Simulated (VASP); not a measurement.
A run of VASP 6.6.1 is set up as follows.

File INCAR:

```
SYSTEM = PbI2
ALGO = Normal
EDIFF = 1E-6
ENCUT = 500
GGA = PE
GGA_COMPAT = .FALSE.
ISIF = 2
ISMEAR = 0
LASPH = .TRUE.
LCHARG = .TRUE.
LELF = .TRUE.
LREAL = .FALSE.
LVHAR = .TRUE.
LWAVE = .FALSE.
NBANDS = 21
NELM = 120
PREC = Accurate
SIGMA = 0.01
```

KPOINTS

```
k-points
0
G
  4 4 3
  0 0 0
```

The input POSCAR:

```
PbI2
1.0
    4.5550000000      0.0000000000      0.0000000000
   -2.2775000000      3.9447460000      0.0000000000
    0.0000000000      0.0000000000      6.9770000000
Pb I
1 2
Direct
    0.0000000000      0.0000000000      0.0000000000
    0.3333330000      0.6666670000      0.2650000000
    0.6666670000      0.3333330000      0.7350000000
```

Potentials or basis: VASP PAW PBE potentials, release 64 (Pb_d, I).

Launch:

```bash
$ cat potpaw_PBE.64/Pb_d/POTCAR potpaw_PBE.64/I/POTCAR > POTCAR
$ mpirun -np 1 vasp_std > vasp.out
```

Q: Predict the largest force.

A: 0.178 eV/Å.

Q: Estimate the band gap on the k mesh.

A: 2.40 eV, direct.

Forces on the atoms (eV/Å):
```
Pb   0.000  0.000  0.000
I    0.000  0.000  0.178
I    0.000  0.000 -0.178
```

Caveat: spin-orbit coupling is left out, which moves the levels of the heavy elements. A k mesh can miss the band edges.
